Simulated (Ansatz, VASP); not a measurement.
# One calculation of F, two programs

```
F
1.0
     2.84269   -1.70132    0.30000
     2.84269    1.70132    0.30000
    -0.80126    0.00000    6.40758
F
4
Direct
  0.91386 0.58555 0.09393
  0.41445 0.08614 0.40607
  0.08614 0.41445 0.90607
  0.58555 0.91386 0.59393
```

Change from the starting cell: volume 15.699 Å^3 an atom, stretch along a over the lengths across it, relative to the relaxed cell 1.0620.

Alike in both runs: task single point; functional PBE; dispersion D3(BJ); k mesh 8 × 8 × 4; occupations gaussian, width 0.05 eV; no spin polarisation.

|  | VASP | Ansatz |
| --- | --- | --- |
| version | VASP 6.6.1 | Ansatz 0.2.0 |
| potentials or method | VASP PAW PBE potentials, release 64 (F), cutoff 520 eV | scalar-relativistic, plane waves, PAW |
| valence electrons in the cell | 28 | 28 |

```tsv
	VASP	Ansatz	Ansatz less VASP
gap on the k mesh at the Fermi level (eV)	3.81	3.90	+0.090
least direct gap on the mesh (eV)	3.81	3.90	+0.090
pressure (GPa)	8.3	7.7	-0.62
traceless stress, the component that is largest in VASP (GPa)	11.92	10.22	-1.701
rms of the force components (eV/Å)	2.045	1.741	-0.3044
```

Atom by atom the forces differ by 0.304 eV/Å (rms over components).
